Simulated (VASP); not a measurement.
Wanted: the native input for a VASP 6.6.1 run.

| Item | Value |
| --- | --- |
| Task | single point |
| Functional | PBE |
| Potentials or basis | VASP PAW PBE potentials, release 64 (Ba_sv, Ti_sv, O) |
| Cutoff | 520 eV |
| k mesh | 7 × 7 × 7 |
| Occupations | fermi-dirac, width 0.08 eV |
| Spin | no spin polarisation |
| Dipole correction | no |
| Further INCAR settings | ALGO = Normal; EDIFF = 1e-07; NBANDS = 28 |

The structure of BaTiO3 lies in POSCAR:

```
BaTiO3
1.0
    4.0782473671      0.0000000000      0.0000000000
    0.0000000000      4.0782473671      0.0000000000
    0.0000000000      0.0000000000      4.0968043205
Ba Ti O
1 1 3
Direct
    0.0000000000      0.0000000000      0.0000000000
    0.5000000000      0.5000000000      0.4820000000
    0.5000000000      0.5000000000      0.0160000000
    0.5000000000      0.0000000000      0.5150000000
    0.0000000000      0.5000000000      0.5150000000
```

The input as run:

INCAR

```
PREC = Accurate
ENCUT = 520
EDIFF = 1E-7
ISMEAR = -1
SIGMA = 0.08
LREAL = False
LASPH = True
NELM = 80
ALGO = Normal
ISIF = 2
LWAVE = False
LCHARG = True
GGA = PE
LELF = True
LVHAR = True
NBANDS = 28
```

KPOINTS

```
regular mesh
0
Gamma
  7 7 7
```

Potentials or basis: VASP PAW PBE potentials, release 64 (Ba_sv, Ti_sv, O).

Command:

```sh
$ cat potpaw_PBE.64/Ba_sv/POTCAR potpaw_PBE.64/Ti_sv/POTCAR potpaw_PBE.64/O/POTCAR > POTCAR
$ mpirun -np 1 vasp_std > vasp.out
```

Results of the run:

```json
{
 "Pressure": "-4.7 GPa",
 "Largest force": "0.702 eV/Å",
 "Band gap on the k mesh": "1.75 eV (least direct gap 2.02 eV)"
}
```

Caveat: the cell stands under tension; spin-orbit coupling is left out, which moves the levels of the heavy elements; an odd mesh through Γ misses points on the zone boundary, where band edges can lie.

Run time: 43 s on 1 thread of Intel(R) Xeon(R) 6975P-C (Granite Rapids), with other jobs on the host, peak memory 0.22 GiB.
